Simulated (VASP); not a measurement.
**SbS: single point with PBE**

Crystal: SbS.

```xyz
2
Lattice="3.4841 0.0000 0.0000 0.0000 3.4841 0.0000 0.0000 0.0000 3.4841" Properties=species:S:1:pos:R:3 pbc="T T T"
Sb    0.0000    0.0000    0.0000
S     1.7420    1.7420    1.7420
```

| Quantity | Value |
| --- | --- |
| Program | VASP 6.6.1 |
| Task | single point |
| Functional | PBE |
| Potentials or basis | VASP PAW PBE potentials, release 64 (Sb, S) |
| Cutoff | 520 eV |
| k mesh | 6 × 6 × 6 |
| Occupations | gaussian, width 0.1 eV |
| Spin | no spin polarisation |

```yaml
Pressure: -0.5 GPa
```

Levels at points of the mesh, in eV from the Fermi level:
| k point | band 2 | band 3 | band 4 | band 5 | band 6 | band 7 | band 8 | band 9 |
| --- | --- | --- | --- | --- | --- | --- | --- | --- |
| (0.00, 0.00, 0.00) | -7.53 | -3.01 | -3.01 | -3.01 | 3.56 | 3.56 | 4.73 | 4.73 |
| (0.50, 0.00, 0.00) | -10.79 | -1.55 | -1.55 | -1.42 | -0.84 | 1.66 | 1.66 | 5.89 |
| (0.50, 0.50, 0.00) | -8.70 | -6.41 | -6.41 | -1.12 | 2.84 | 2.84 | 3.36 | 6.00 |
| (0.50, 0.50, 0.50) | -7.09 | -4.01 | -4.01 | -4.01 | -2.78 | -2.78 | -2.78 | 12.61 |

It took 7.4 s on 1 thread of Intel(R) Xeon(R) Platinum 8488C (Sapphire Rapids) (shared host), peak memory 0.16 GiB.

Caveat: spin-orbit coupling is left out, which moves the levels of the heavy elements.
